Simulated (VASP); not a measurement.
Wanted: the native input for a VASP 6.6.1 run.

* Task: single point
* Functional: PBE0
* Potentials or basis: VASP PAW PBE potentials, release 64 (N, B, As)
* Cutoff: 520 eV
* k mesh: 4 × 4 × 4
* Occupations: gaussian, width 0.01 eV
* Spin: no spin polarisation
* Dipole correction: no
* Grid for exact exchange (PRECFOCK): Fast
* Further INCAR settings: ALGO = Normal; EDIFF = 1e-06; NBANDS = 26
* Share of exact exchange: 0.25

The system is B4AsN3.

```
N B As
1.0
     3.95353    0.00000    0.00000
     0.00000    3.95353    0.00000
     0.00000    0.00000    3.95353
N B As
3 4 1
Direct
  0.50000 0.00000 0.00000
  0.00000 0.50000 0.00000
  0.00000 0.00000 0.50000
  0.22696 0.77304 0.77304
  0.77304 0.22696 0.77304
  0.77304 0.77304 0.22696
  0.22696 0.22696 0.22696
  0.50000 0.50000 0.50000
```

These files were run (other wordings do the same):

POSCAR

```
B4AsN3
1.0
    3.9535267229      0.0000000000      0.0000000000
    0.0000000000      3.9535267229      0.0000000000
    0.0000000000      0.0000000000      3.9535267229
N B As
3 4 1
Direct
    0.5000000000      0.0000000000      0.0000000000
    0.0000000000      0.5000000000      0.0000000000
    0.0000000000      0.0000000000      0.5000000000
    0.2269582761      0.7730417239      0.7730417239
    0.7730417239      0.2269582761      0.7730417239
    0.7730417239      0.7730417239      0.2269582761
    0.2269582761      0.2269582761      0.2269582761
    0.5000000000      0.5000000000      0.5000000000
```

INCAR.step1

```
SYSTEM = B4AsN3
PREC = Accurate
ENCUT = 520
EDIFF = 1E-5
ISMEAR = 0
SIGMA = 0.01
LREAL = .FALSE.
LASPH = .TRUE.
NELM = 100
ALGO = Normal
ISIF = 2
LWAVE = .TRUE.
LCHARG = .FALSE.
GGA = PE
NBANDS = 26
```

INCAR.step2

```
SYSTEM = B4AsN3
PREC = Accurate
ENCUT = 520
EDIFF = 1E-6
ISMEAR = 0
SIGMA = 0.01
LREAL = .FALSE.
LASPH = .TRUE.
NELM = 100
ALGO = Normal
ISIF = 2
LWAVE = .FALSE.
LCHARG = .FALSE.
GGA = PE
LHFCALC = .TRUE.
AEXX = 0.25
PRECFOCK = Fast
ISTART = 1
NBANDS = 26
```

KPOINTS

```
regular mesh
0
G
  4 4 4
  0 0 0
```

Potentials or basis: VASP PAW PBE potentials, release 64 (N, B, As).

Run with:

```bash
$ cat potpaw_PBE.64/N/POTCAR potpaw_PBE.64/B/POTCAR potpaw_PBE.64/As/POTCAR > POTCAR
$ cp INCAR.step1 INCAR
$ mpirun -np 1 vasp_std > vasp.out
$ cp INCAR.step2 INCAR
$ mpirun -np 1 vasp_std > vasp.out
```

Results of the run:

```
Pressure               : -2.8 GPa
Largest force          : 0.278 eV/Å
Band gap on the k mesh : 2.52 eV
```

Caveat: the PAW data sets were made with another functional, which shifts forces and pressure a little.

Wall time 16 min on 1 thread of Intel Xeon 8259CL, on a shared host, peak memory 0.18 GiB.
